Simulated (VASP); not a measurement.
Cu, 1 atom in the cell. It takes space group Fm-3m (No. 225, cubic). Conventional cell: a = 3.630 Å, b = 3.630 Å, c = 3.630 Å, α = 90.00°, β = 90.00°, γ = 90.00°. Within 3.4 Å of Cu (site symmetry m-3m) lie 12 Cu at 2.57 Å. 

```yaml
Program: VASP 6.6.1
Task: single point
Functional: PBE
Potentials_or_basis: VASP PAW PBE potentials, release 64 (Cu)
Cutoff: 520 eV
k_mesh: 28 × 28 × 28
Occupations: fermi-dirac, width 0.15 eV
Spin: no spin polarisation
Dipole_correction: no
Further_INCAR_settings: ALGO = Normal; EDIFF = 1e-06; NBANDS = 12
```

Potentials or basis: VASP PAW PBE potentials, release 64 (Cu).

Launch:

```bash
$ cat potpaw_PBE.64/Cu/POTCAR > POTCAR
$ mpirun -np 1 vasp_std > vasp.out
```

Hardware: 1 thread of Intel(R) Xeon(R) 6975P-C (Granite Rapids) (shared host).

Task: Estimate the wall time of this run.

Result: It took 29 s on 1 thread of Intel(R) Xeon(R) 6975P-C (Granite Rapids) (shared host), peak memory 0.19 GiB. Counts: scf iterations 11, k points 624.
